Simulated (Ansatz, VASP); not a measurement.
## Two plane-wave programs on Ir

```
CELL_PARAMETERS angstrom
-2.74804 0.00000 0.00000
0.00000 4.75975 0.00000
1.37402 -2.37987 -4.45320
ATOMIC_POSITIONS crystal
Ir 0.12500 0.79167 0.25000
Ir 0.62500 0.29167 0.25000
Ir 0.87500 0.20833 0.75000
Ir 0.37500 0.70833 0.75000
```

Alike in both runs: task single point; functional PBE; k mesh 12 × 12 × 12; occupations gaussian, width 0.15 eV; no spin polarisation.

|  | VASP | Ansatz |
| --- | --- | --- |
| version | VASP 6.6.1 | Ansatz 0.2.0 |
| potentials or method | VASP PAW PBE potentials, release 64 (Ir), cutoff 520 eV | scalar-relativistic, plane waves, PAW |
| valence electrons in the cell | 36 | 68 |

Ansatz gave:

```
gap on the k mesh at the Fermi level (eV)                     : none
pressure (GPa)                                                : 0.1
traceless stress, the component that is largest in VASP (GPa) : 0.44
```

**Question.** What did VASP give for the same quantities?

**Answer.** gap on the k mesh at the Fermi level (eV): none; pressure (GPa): 0.5; traceless stress, the component that is largest in VASP (GPa): 0.46.

A gap of «none» marks a metal or a gap that the smearing closes. The functional is the same, so the differences come from potentials, cutoffs and numerics. VASP's potentials hold 36 valence electrons a cell and Ansatz's 68, so a difference there can come from the potentials and not from the codes.

Spin-orbit coupling is off throughout.
